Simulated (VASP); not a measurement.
# Cd (Im-3m) in VASP: single point with PBEsol

Aim: the single point of Cd with PBEsol.

All numbers are computed with VASP 6.6.1; they aren't measurements. Logs are shortened: lines on timing, memory, paths and dates and some standing lists are left out, and cuts for length are marked.

## Step 1: The cell of the first run

Symmetry: Im-3m, No. 229, cubic system. Conventional cell: a = 3.569 Å, b = 3.569 Å, c = 3.569 Å, α = 90.00°, β = 90.00°, γ = 90.00°. Cd (site symmetry m-3m) has 14 Cd at 3.09 to 3.57 Å within 4.1 Å.

This isn't the form of Cd at room conditions, which is hcp.

## Step 2: Single point, PBEsol

Contents of POSCAR:

```
Cd
1.0
   -1.7843220000      1.7843220000      1.7843220000
    1.7843220000     -1.7843220000      1.7843220000
    1.7843220000      1.7843220000     -1.7843220000
Cd
1
Direct
    0.0000000000      0.0000000000      0.0000000000
```

Contents of INCAR.step1:

```
ALGO = Normal
EDIFF = 1E-6
ENCUT = 520
GGA = PS
ISIF = 2
ISMEAR = -1
LASPH = True
LCHARG = True
LREAL = False
LWAVE = False
NBANDS = 12
NELM = 80
PREC = Accurate
SIGMA = 0.01
```

Contents of KPOINTS.step1:

```
k-points
0
Gamma
  10 10 10
```

Contents of INCAR.step2:

```
ALGO = Normal
EDIFF = 1E-6
ENCUT = 520
GGA = PS
ICHARG = 11
ISIF = 2
ISMEAR = -5
LASPH = True
LCHARG = False
LORBIT = 10
LREAL = False
LWAVE = False
NEDOS = 2001
NELM = 80
PREC = Accurate
SIGMA = 0.01
```

Contents of KPOINTS.step2:

```
k-points
0
Gamma
  15 15 15
```

Potentials or basis: VASP PAW PBE potentials, release 64 (Cd).

Started as:

```console
$ cat potpaw_PBE.64/Cd/POTCAR > POTCAR
$ cp INCAR.step1 INCAR
$ cp KPOINTS.step1 KPOINTS
$ mpirun -np 1 vasp_std > vasp.out
$ cp INCAR.step2 INCAR
$ cp KPOINTS.step2 KPOINTS
$ mpirun -np 1 vasp_std > vasp.out
```

OUTCAR:

```text
EDIFF = 1E-6
   ENCUT = 520
   GGA = PS
   ICHARG = 11
   ISIF = 2
   ISMEAR = -5
   LASPH = True
   LORBIT = 10
   LREAL = False
   NELM = 80
   PREC = Accurate

 ion  position               nearest neighbor table
   1  0.000  0.000  0.000-

  LATTYP: Found a body centered cubic cell.
 ALAT       =     3.5686440000

  Lattice vectors:

 A1 = (  -1.7843220000,   1.7843220000,   1.7843220000)
 A2 = (   1.7843220000,  -1.7843220000,   1.7843220000)
 A3 = (   1.7843220000,   1.7843220000,  -1.7843220000)

Analysis of symmetry for initial positions (statically):
=====================================================================
 Subroutine PRICEL returns:
 Original cell was already a primitive cell.

 Routine SETGRP: Setting up the symmetry group for a
 body centered cubic supercell.

 Subroutine GETGRP returns: Found 48 space group operations
 (whereof 48 operations were pure point group operations)
 out of a pool of 48 trial point group operations.

The static configuration has the point symmetry O_h .

Analysis of symmetry for dynamics (positions and initial velocities):
=====================================================================
 Subroutine PRICEL returns:
 Original cell was already a primitive cell.

 Routine SETGRP: Setting up the symmetry group for a
 body centered cubic supercell.

 Subroutine GETGRP returns: Found 48 space group operations
 (whereof 48 operations were pure point group operations)
 out of a pool of 48 trial point group operations.

The dynamic configuration has the point symmetry O_h .

 Subroutine INISYM returns: Found 48 space group operations
 (whereof 48 operations are pure point group operations),
 and found     1 'primitive' translations

----------------------------------------------------------------------------------------

                                     Primitive cell

  volume of cell :      22.7237

  direct lattice vectors                    reciprocal lattice vectors
    -1.784322000  1.784322000  1.784322000     0.000000000  0.280218481  0.280218481
     1.784322000 -1.784322000  1.784322000     0.280218481  0.000000000  0.280218481
     1.784322000  1.784322000 -1.784322000     0.280218481  0.280218481  0.000000000

  length of vectors
     3.090536361  3.090536361  3.090536361     0.396288776  0.396288776  0.396288776

  position of ions in fractional coordinates (direct lattice)
     0.000000000  0.000000000  0.000000000

  ion indices of the primitive-cell ions
   primitive index   ion index
                 1           1

----------------------------------------------------------------------------------------

 KPOINTS: k-points

Automatic generation of k-mesh.
 Grid dimensions read from file:
 generate k-points for:   15   15   15

 Generating k-lattice:

  Cartesian coordinates                     Fractional coordinates (reciprocal lattice)
     0.000000000  0.018681232  0.018681232     0.066666667  0.000000000  0.000000000
     0.018681232  0.000000000  0.018681232     0.000000000  0.066666667  0.000000000
     0.018681232  0.018681232  0.000000000     0.000000000  0.000000000  0.066666667

  Length of vectors
     0.026419252  0.026419252  0.026419252

  Shift w.r.t. Gamma in fractional coordinates (k-lattice)
     0.000000000  0.000000000  0.000000000

 TETIRR: Found   3891 inequivalent tetrahedra from    20250

 Subroutine IBZKPT returns following result:
 ===========================================

 Found    120 irreducible k-points:

 Following reciprocal coordinates:
            Coordinates               Weight
  0.000000  0.000000  0.000000      1.000000
  0.066667  0.000000  0.000000     12.000000
  0.133333  0.000000  0.000000     12.000000
  0.200000  0.000000  0.000000     12.000000
  0.266667  0.000000  0.000000     12.000000
  0.333333  0.000000  0.000000     12.000000
[... 16 lines left out ...]
  0.333333  0.200000  0.000000     48.000000
  0.400000  0.200000  0.000000     24.000000
 [... further k-points ...]
   k-points           NKPTS =    120   k-points in BZ     NKDIM =    120   number of bands    NBANDS=     10
   number of dos      NEDOS =   2001   number of ions     NIONS =      1
   total plane-waves  NPLWV =  13824
   dimension x,y,z NGX =    24 NGY =   24 NGZ =   24
   dimension x,y,z NGXF=    48 NGYF=   48 NGZF=   48
   ions per type =               1
   NGX,Y,Z   is equivalent  to a cutoff of  12.91, 12.91, 12.91 a.u.
   NGXF,Y,Z  is equivalent  to a cutoff of  25.82, 25.82, 25.82 a.u.
 SYSTEM =  unknown system
   PREC   = accura    normal or accurate (medium, high low for compatibility)
   ISTART =      0    job   : 0-new  1-cont  2-samecut
   ICHARG =     11    charge: 1-file 2-atom 10-const
   ISPIN  =      1    spin polarized calculation?
   LNONCOLLINEAR =      F non collinear calculations
   LSORBIT =      F    spin-orbit coupling
   LASPH  =      T    aspherical Exc in radial PAW
   ENCUT  =  520.0 eV  38.22 Ry    6.18 a.u.   5.75  5.75  5.75*2*pi/ulx,y,z
   NELM   =     80;   NELMIN=  2; NELMDL=  0     # of ELM steps
   EDIFF  = 0.1E-05   stopping-criterion for ELM
   LREAL  =      F    real-space projection
   EDIFFG = 0.1E-04   stopping-criterion for IOM
   NSW    =      0    number of steps for IOM
   IBRION =     -1    ionic relax: 0-MD 1-quasi-New 2-CG
   NFREE  =      0    steps in history (QN), initial steepest desc. (CG)
   ISIF   =      2    stress and relaxation
   ISYM   =      2    0-nonsym 1-usesym 2-fastsym
   POTIM  = 0.5000    time-step for ionic-motion
   TEBEG  =    0.0;   TEEND  =   0.0 temperature during run
   PSTRESS=    0.0 pullay stress
   NELECT =      12.0000    total number of electrons
   NUPDOWN=      -1.0000    fix difference up-down
   EMIN   =  10.00;   EMAX   =-10.00  energy-range for DOS
   EFERMI =   0.00;   METHOD = LEGACY
   ISMEAR =    -5;   SIGMA  =   0.01  broadening in eV -4-tet -1-fermi 0-gaus
   EFERMI_NEDOS =   21; number of points for ismear=-14 and -15
   IALGO  =     38    algorithm
   IMIX   =      4    mixing-type and parameters
     AMIX     =   0.40;   BMIX     =  1.00
     AMIX_MAG =   1.60;   BMIX_MAG =  1.00
  volume/ion in A,a.u.               =      22.72       153.35
  Fermi-wavevector in a.u.,A,eV,Ry     =   1.323250  2.500581 23.823686  1.750992
  Thomas-Fermi vector in A             =   2.452872
   LORBIT       =     10    0 simple, 1 ext, 2 COOP (PROOUT), +10 PAW based schemes
   GGA     = PS    functional components
   LHFCALC =     F    Hartree Fock is set to
   AEXX    =    0.0000 exact exchange contribution
   IVDW    =     0    specifies the selected vdW correction
   LEPSILON=     F    determine dielectric tensor
   LRPA    =     F    only Hartree local field effects (RPA)
 non-spin polarized calculation
 Fermi weights with tetrahedron method with Bloechl corrections
  energy-cutoff  :      520.00
  volume of cell :       22.72
 maximum number of plane-waves:       627

 number of electron      12.0000006 magnetization

 Free energy of the ion-electron system (eV)
  ---------------------------------------------------
  ext. energy  EPLUGINS =         0.00000000
  ---------------------------------------------------
  free energy    TOTEN  =        -1.11266289 eV

  energy without entropy =       -1.11266289  energy(sigma->0) =       -1.11266289

 E-fermi :   2.4668     XC(G=0): -10.9518

 val. band max:        2.8617713368   @ k =   0.3333   0.3333   0.0000
 cond. band min:       2.2714464077   @ k =  -0.4000  -0.4000   0.0667
 fundamental gap:     -0.5903249291
 Fermi energy:         2.4668448268

 k-point     1 :       0.0000    0.0000    0.0000
  band No.  band energies     occupation
      1      -6.6638      2.00000
      2      -6.6638      2.00000
      3      -6.6638      2.00000
      4      -6.1495      2.00000
      5      -6.0591      2.00000
      6      -6.0591      2.00000
      7      17.7616      0.00000
      8      17.7616      0.00000
      9      17.7619      0.00000
     10      18.2460      0.00000

 k-point     2 :       0.0667    0.0000    0.0000
  band No.  band energies     occupation
      1      -6.6773      2.00000
      2      -6.6599      2.00000
      3      -6.6241      2.00000
      4      -6.0807      2.00000
      5      -6.0586      2.00000
      6      -6.0231      2.00000
      7      16.3559      0.00000
      8      17.2793      0.00000
      9      17.5380      0.00000
     10      17.5872      0.00000

 k-point     3 :       0.1333    0.0000    0.0000
  band No.  band energies     occupation
      1      -6.7154      2.00000
      2      -6.6696      2.00000
      3      -6.5101      2.00000
      4      -6.1154      2.00000
      5      -6.0568      2.00000
      6      -5.6491      2.00000
      7      13.7553      0.00000
      8      16.0664      0.00000
      9      16.1997      0.00000
     10      17.1791      0.00000

 k-point     4 :       0.2000    0.0000    0.0000
  band No.  band energies     occupation
      1      -6.7710      2.00000
      2      -6.7186      2.00000
      3      -6.3372      2.00000
      4      -6.1449      2.00000
      5      -6.0536      2.00000
      6      -5.0111      2.00000
      7      11.1062      0.00000
      8      14.8497      0.00000
      9      14.8956      0.00000
     10      16.7570      0.00000

 k-point     5 :       0.2667    0.0000    0.0000
  band No.  band energies     occupation
      1      -6.8342      2.00000
      2      -6.8083      2.00000
      3      -6.1475      2.00000
      4      -6.1303      2.00000
      5      -6.0489      2.00000
      6      -4.1183      2.00000
      7       8.5596      0.00000
      8      13.6433      0.00000
      9      13.9037      0.00000
     10      16.3909      0.00000

 k-point     6 :       0.3333    0.0000    0.0000
  band No.  band energies     occupation
      1      -6.9137      2.00000
      2      -6.8940      2.00000
      3      -6.1293      2.00000
      4      -6.0435      2.00000
      5      -5.9234      2.00000
      6      -2.9814      2.00000
      7       6.1658      0.00000
      8      12.6622      0.00000
      9      13.1334      0.00000
     10      16.1141      0.00000
[... 183 lines left out ...]
 k-point    21 :       0.2000    0.2000    0.0000
  band No.  band energies     occupation
      1      -6.8796      2.00000
      2      -6.7028      2.00000
      3      -6.2182      2.00000
      4      -6.1711      2.00000
      5      -5.9861      2.00000
      6      -2.6617      2.00000
      7       7.6186      0.00000
      8       8.4620      0.00000
      9      12.6598      0.00000
     10      17.6405      0.00000

 k-point    22 :       0.2667    0.2000    0.0000
  band No.  band energies     occupation
      1      -6.9172      2.00000
      2      -6.7196      2.00000
      3      -6.2091      2.00000
      4      -6.1404      2.00000
      5      -5.9297      2.00000
      6      -1.4032      2.00000
      7       5.6676     -0.00020
      8       7.5353      0.00000
      9      12.1258      0.00000
     10      17.6532      0.00000

 k-point    23 :       0.3333    0.2000    0.0000
  band No.  band energies     occupation
      1      -6.9447      2.00000
      2      -6.7449      2.00000
      3      -6.2059      2.00000
      4      -6.1031      2.00000
      5      -5.8814      2.00000
      6       0.0683      2.00015
      7       3.6412     -0.09833
      8       7.0992      0.00000
      9      11.7921      0.00000
     10      17.5639      0.00000

 k-point    24 :       0.4000    0.2000    0.0000
  band No.  band energies     occupation
      1      -6.9552      2.00000
      2      -6.7555      2.00000
      3      -6.2054      2.00000
      4      -6.0882      2.00000
      5      -5.8616      2.00000
      6       1.5794      2.00339
      7       1.9388      1.38600
      8       6.9567      0.00000
      9      11.6787      0.00000
     10      17.5264      0.00000

 [... further k-points ...]

------------------------ aborting loop because EDIFF is reached ----------------------------------------

  FORCE on cell =-STRESS in cart. coord.  units (eV):
  Direction    XX          YY          ZZ          XY          YZ          ZX
  --------------------------------------------------------------------------------------
  -------------------------------------------------------------------------------------
  Total       -0.3997050     -0.3997050     -0.3997050      0.0000000     -0.0000000      0.0000000
  in kB      -28.1819156    -28.1819156    -28.1819156      0.0000000     -0.0000000      0.0000000
  external PRESSURE =     -28.1819156 kB  Pullay stress =       0.0000000 kB

 VOLUME and BASIS-vectors are now :
 -----------------------------------------------------------------------------
  energy-cutoff  :      520.00
  volume of cell :       22.72
      direct lattice vectors                 reciprocal lattice vectors
    -1.784322000  1.784322000  1.784322000     0.000000000  0.280218481  0.280218481
     1.784322000 -1.784322000  1.784322000     0.280218481  0.000000000  0.280218481
     1.784322000  1.784322000 -1.784322000     0.280218481  0.280218481  0.000000000

 POSITION                                       TOTAL-FORCE (eV/Angst)
 -----------------------------------------------------------------------------------
      0.00000      0.00000      0.00000         0.000000     -0.000000      0.000000
 -----------------------------------------------------------------------------------
    total drift:                                0.000000      0.000000     -0.000000

  FREE ENERGIE OF THE ION-ELECTRON SYSTEM (eV)
  ---------------------------------------------------
  free  energy   TOTEN  =        -1.1126628923 eV

  energy  without entropy=       -1.1126628923  energy(sigma->0) =       -1.11266289

 total charge

# of ion       s       p       d       tot
------------------------------------------
    1        0.548   0.254   9.488  10.289
```

Run time: 8.8 s. Hardware: 1 thread of Intel Xeon 6975P-C (Granite Rapids), shared host; peak memory 0.15 GiB.

What came out:

```yaml
Valence_electrons_inside_the_program's_atomic_spheres: Cd 10.29
```

Levels at points of the mesh, in eV from the Fermi level:
| k point | band 3 | band 4 | band 5 | band 6 | band 7 | band 8 | band 9 | band 10 |
| --- | --- | --- | --- | --- | --- | --- | --- | --- |
| (0.00, 0.00, 0.00) | -9.13 | -8.62 | -8.53 | -8.53 | 15.29 | 15.29 | 15.30 | 15.78 |

Caveat: the PAW data sets were made with another functional, which shifts forces and pressure a little.
